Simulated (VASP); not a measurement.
# BP (d3) (F-43m) in VASP: notebook, part 2 of 2

VASP 6.6.1.

## 3. Single point, PBE+D3(BJ)

This run uses another cell than the first one, of 11.45 Å³/atom, 0.984 times its volume.

Input file INCAR:

```
SYSTEM = BP
PREC     = Accurate       ! precision mode
ENCUT    = 500            ! plane-wave cutoff, eV
EDIFF    = 1E-6           ! SCF threshold, eV
ISMEAR   = 0              ! smearing method
SIGMA    = 0.02           ! smearing width, eV
LREAL    = .False.        ! projectors in reciprocal space
LASPH    = .True.         ! aspherical terms in the spheres
NELM     = 120            ! most SCF steps
ALGO     = Normal         ! electronic algorithm
ISIF     = 2              ! what is computed and relaxed
LWAVE    = .False.        ! write WAVECAR
LCHARG   = .False.        ! write CHGCAR
GGA      = PE             ! functional
IVDW     = 12             ! dispersion correction
NBANDS   = 11             ! bands
GGA_COMPAT= .False.
```

Input file KPOINTS:

```
regular mesh
0
Gamma
  10 10 10
  0 0 0
```

Input file POSCAR:

```
BP
1.0
    0.0000000000      2.2537306624      2.2537306624
    2.2537306624      0.0000000000      2.2537306624
    2.2537306624      2.2537306624      0.0000000000
B P
1 1
Direct
    0.0000000000      0.0000000000      0.0000000000
    0.7500000000      0.7500000000      0.7500000000
```

Potentials or basis: VASP PAW PBE potentials, release 64 (B, P).

The run is started by

```console
> cat potpaw_PBE.64/B/POTCAR potpaw_PBE.64/P/POTCAR > POTCAR
> mpirun -np 1 vasp_std > vasp.out
```

OUTCAR:

```text
SYSTEM = BP
   PREC = Accurate
   ENCUT = 500
   EDIFF = 1E-6
   ISMEAR = 0
   LREAL = .False.
   LASPH = .True.
   NELM = 120
   ISIF = 2
   GGA = PE
   IVDW = 12
 IVDW          = 12

 ion  position               nearest neighbor table
   1  0.000  0.000  0.000-   2 1.95   2 1.95   2 1.95   2 1.95
   2  0.750  0.750  0.750-   1 1.95   1 1.95   1 1.95   1 1.95

  LATTYP: Found a face centered cubic cell.
 ALAT       =     4.5074613248

  Lattice vectors:

 A1 = (   0.0000000000,   2.2537306624,   2.2537306624)
 A2 = (   2.2537306624,   0.0000000000,   2.2537306624)
 A3 = (   2.2537306624,   2.2537306624,   0.0000000000)

Analysis of symmetry for initial positions (statically):
=====================================================================
 Subroutine PRICEL returns:
 Original cell was already a primitive cell.

 Routine SETGRP: Setting up the symmetry group for a
 face centered cubic supercell.

 Subroutine GETGRP returns: Found 24 space group operations
 (whereof 24 operations were pure point group operations)
 out of a pool of 48 trial point group operations.

The static configuration has the point symmetry T_d .

Analysis of symmetry for dynamics (positions and initial velocities):
=====================================================================
 Subroutine PRICEL returns:
 Original cell was already a primitive cell.

 Routine SETGRP: Setting up the symmetry group for a
 face centered cubic supercell.

 Subroutine GETGRP returns: Found 24 space group operations
 (whereof 24 operations were pure point group operations)
 out of a pool of 48 trial point group operations.

The dynamic configuration has the point symmetry T_d .

 Subroutine INISYM returns: Found 24 space group operations
 (whereof 24 operations are pure point group operations),
 and found     1 'primitive' translations

----------------------------------------------------------------------------------------

[... 118 lines left out ...]
   LHFCALC =     F    Hartree Fock is set to
   AEXX    =    0.0000 exact exchange contribution
   IVDW    =    12    specifies the selected vdW correction
   LEPSILON=     F    determine dielectric tensor
   LRPA    =     F    only Hartree local field effects (RPA)
 non-spin polarized calculation
 Gauss-broadening in eV      SIGMA  =   0.02
  energy-cutoff  :      500.00
  volume of cell :       22.89
 maximum number of plane-waves:       592
   NGX = 11   NGY = 11   NGZ = 11

 number of electron       8.0000001 magnetization

 Free energy of the ion-electron system (eV)
  ---------------------------------------------------
  ext. energy  EPLUGINS =         0.00000000
  ---------------------------------------------------
  free energy    TOTEN  =       -12.92231385 eV

  energy without entropy =      -12.92231385  energy(sigma->0) =      -12.92231385

 E-fermi :   7.8417     XC(G=0): -10.9947

 val. band max:        7.6744726497   @ k =   0.0000   0.0000   0.0000
 cond. band min:       8.8856642935   @ k =   0.4000   0.4000   0.0000
 fundamental gap:      1.2111916439
 Fermi energy:         7.8416724446

 k-point     1 :       0.0000    0.0000    0.0000
  band No.  band energies     occupation
      1      -7.9681      2.00000
      2       7.6745      2.00000
      3       7.6745      2.00000
      4       7.6745      2.00000
      5      11.1056      0.00000
      6      11.1056      0.00000
      7      11.1056      0.00000
      8      15.3590      0.00000
      9      19.3255      0.00000
     10      19.8613      0.00000
     11      19.8613      0.00000
[... 309 lines left out ...]
 k-point    24 :       0.4000    0.3000    0.0000
  band No.  band energies     occupation
      1      -4.9748      2.00000
      2       1.4702      2.00000
      3       3.5500      2.00000
      4       4.0954      2.00000
      5       9.4699      0.00000
      6      11.2914      0.00000
      7      17.2908      0.00000
      8      17.3039      0.00000
      9      21.9143      0.00000
     10      23.0526      0.00000
     11      25.0267      0.00000

 [... further k-points ...]

------------------------ aborting loop because EDIFF is reached ----------------------------------------

 Edisp (eV)   -0.66014

 E8    (eV) :    -0.2412

  FORCE on cell =-STRESS in cart. coord.  units (eV):
  Direction    XX          YY          ZZ          XY          YZ          ZX
  --------------------------------------------------------------------------------------
  -------------------------------------------------------------------------------------
  Total      -0.03551    -0.03551    -0.03551     0.00000     0.00000     0.00000
  in kB      -2.48508    -2.48508    -2.48508     0.00000     0.00000     0.00000
  external pressure =       -2.49 kB  Pullay stress =        0.00 kB

 VOLUME and BASIS-vectors are now :
 -----------------------------------------------------------------------------
  energy-cutoff  :      500.00
  volume of cell :       22.89
      direct lattice vectors                 reciprocal lattice vectors
     0.000000000  2.253730662  2.253730662    -0.221854372  0.221854372  0.221854372
     2.253730662  0.000000000  2.253730662     0.221854372 -0.221854372  0.221854372
     2.253730662  2.253730662  0.000000000     0.221854372  0.221854372 -0.221854372

 POSITION                                       TOTAL-FORCE (eV/Angst)
 -----------------------------------------------------------------------------------
      0.00000      0.00000      0.00000         0.000000      0.000000      0.000000
      3.38060      3.38060      3.38060        -0.000000     -0.000000     -0.000000
 -----------------------------------------------------------------------------------
    total drift:                               -0.000000     -0.000000     -0.000000

  FREE ENERGIE OF THE ION-ELECTRON SYSTEM (eV)
  ---------------------------------------------------
  free  energy   TOTEN  =       -13.5824497868 eV

  energy  without entropy=      -13.5824497868  energy(sigma->0) =      -13.58244979
```

Wall time 4.4 s (1 thread of Intel Xeon 6975P-C (Granite Rapids), shared host); peak memory 0.14 GiB.

What came out:

- Free energy: -13.5824 eV
- Pressure: -0.2 GPa
- Band gap on the k mesh: 1.21 eV, indirect (least direct gap 3.43 eV)
- Dispersion energy per atom: -0.330 eV

A k mesh can miss the band edges. A hybrid or GW would open this gap; PBE tends to underestimate it.

## 4. Relaxation of cell and atoms, PBE+D3(BJ)

Input file INCAR:

```
  PREC = Accurate
  ENCUT = 500
  EDIFF = 1E-7
  ISMEAR = 0
  SIGMA = 0.02
  LREAL = F
  LASPH = T
  NELM = 120
  ALGO = Normal
  ISIF = 3
  LWAVE = F
  LCHARG = F
  GGA = PE
  IVDW = 12
  IBRION = 2
  NSW = 100
  EDIFFG = -0.002
  GGA_COMPAT = F
  NELMIN = 4
```

Input file KPOINTS:

```
Automatic mesh
0
Gamma
  10 10 10
```

Input file POSCAR:

```
BP
1.0
    0.0000000000      2.2660723800      2.2660723800
    2.2660723800      0.0000000000      2.2660723800
    2.2660723800      2.2660723800      0.0000000000
B P
1 1
Direct
    0.0000000000      0.0000000000      0.0000000000
    0.7500000000      0.7500000000      0.7500000000
```

The run is started by

```console
> cat potpaw_PBE.64/B/POTCAR potpaw_PBE.64/P/POTCAR > POTCAR
> mpirun -np 1 vasp_std > vasp.out
```

Wall time 7.7 s (1 thread of Intel Xeon 6975P-C (Granite Rapids), shared host); peak memory 0.14 GiB.

Results (log left out):

```
Free energy                            : -13.5826 eV
Relaxed volume                         : 11.43 Å³/atom
Relaxed cell                           : a = 3.186 Å, b = 3.186 Å, c = 3.186 Å, α = 60.00°, β = 60.00°, γ = 60.00°
Space group after relaxing (to 0.05 Å) : F-43m (No. 216)
Energy gained by relaxing              : 1.9 meV/atom
Ionic steps                            : 3
Pressure after relaxing                : 0.0 GPa
Band gap on the k mesh                 : 1.21 eV, indirect (least direct gap 3.43 eV)
Dispersion energy per atom             : -0.331 eV
```

Step by step:
```tsv
step	energy change (eV)	largest force (eV/Å)	pressure (GPa)	volume (Å³)
1	0.0000	0.0000	-2.93	23.27
2	-0.0017	0.0000	2.29	22.56
3	-0.0038	0.0000	0.01	22.86
```

Final structure:
```
CELL_PARAMETERS angstrom
0.00000 2.25264 2.25264
2.25264 0.00000 2.25264
2.25264 2.25264 0.00000
ATOMIC_POSITIONS crystal
B 0.00000 0.00000 0.00000
P 0.75000 0.75000 0.75000
```

Levels at points of the mesh, in eV from the valence-band top:
| k point | band 1 | band 2 | band 3 | band 4 | band 5 | band 6 | band 7 | band 8 |
| --- | --- | --- | --- | --- | --- | --- | --- | --- |
| (0.00, 0.00, 0.00) | -15.66 | 0.00 | 0.00 | 0.00 | 3.43 | 3.43 | 3.43 | 7.71 |
| (0.50, 0.00, 0.00) | -12.25 | -9.19 | -1.78 | -1.78 | 3.91 | 4.73 | 4.73 | 10.20 |
| (0.50, 0.50, 0.00) | -10.69 | -8.70 | -4.19 | -4.19 | 1.29 | 1.64 | 12.33 | 12.33 |

## 5. The runs side by side

```tsv
task	cell	k mesh	smearing	gap on the mesh (eV)	pressure (GPa)
single point	a = 3.205 Å, angles 60.0°, 2 atoms	8 × 8 × 8	gaussian 0.1 eV	1.26	-2.9
single point	a = 3.187 Å, angles 60.0°, 2 atoms	10 × 10 × 10	gaussian 0.02 eV	1.21	-0.2
relaxation of cell and atoms	relaxed from a = 3.205 Å, angles 60.0°, 2 atoms	10 × 10 × 10	gaussian 0.02 eV	1.21	0.0
```

Alike in all rows: level PBE+D3(BJ); potentials or basis VASP PAW PBE potentials, release 64 (B, P); no spin polarisation; cutoff (eV) 500.

Absolute energies hang on the potentials; compare differences alone.
